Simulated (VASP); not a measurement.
A run of VASP 6.6.1 is set up as follows.

The input INCAR:

```
SYSTEM = NiO
PREC = Accurate
ENCUT = 520
EDIFF = 1E-6
ISMEAR = 0
SIGMA = 0.1
LREAL = .FALSE.
LASPH = .TRUE.
NELM = 150
ALGO = Normal
ISIF = 2
LWAVE = .FALSE.
LCHARG = .FALSE.
ISPIN = 2
MAGMOM = 0.97 0.97 0.97 0.18 0.18 0.18
LORBIT = 11
LMAXMIX = 4
GGA = PE
NBANDS = 37
```

File KPOINTS:

```
regular mesh
0
G
  9 9 9
  0 0 0
```

The input POSCAR:

```
NiO
1.0
    4.2809712240      2.4716198886      0.9215687650
   -4.2809712240      2.4716198886      0.9215687650
    0.0000000000     -4.9432397772      0.9215687651
Ni O
3 3
Direct
    0.6662063080      0.3865677678      0.3865677678
    0.3865677678      0.3865677678      0.6662063080
    0.3865677678      0.6662063080      0.3865677678
    0.7904684612      0.1228063543      0.1228063543
    0.1228063543      0.1228063543      0.7904684612
    0.1228063543      0.7904684612      0.1228063543
```

Potentials or basis: VASP PAW PBE potentials, release 64 (Ni, O).

Launch:

```console
$ cat potpaw_PBE.64/Ni/POTCAR potpaw_PBE.64/O/POTCAR > POTCAR
$ mpirun -np 1 vasp_std > vasp.out
```

Question: Estimate the site moments.

Answer: Ni +0.78; O +0.15 μB.

Question: What does it give for the pressure?

Answer: -0.1 GPa.

Question: What does it give for the net moment?

Answer: 2.87 μB per cell.

Question: What does it give for the largest force?

Answer: 0.026 eV/Å.

Forces on the atoms (eV/Å):
```
Ni   0.021  0.012  0.009
Ni   0.000 -0.025  0.009
Ni  -0.021  0.012  0.009
O    0.011  0.006 -0.009
O    0.000 -0.013 -0.009
O   -0.011  0.006 -0.009
```
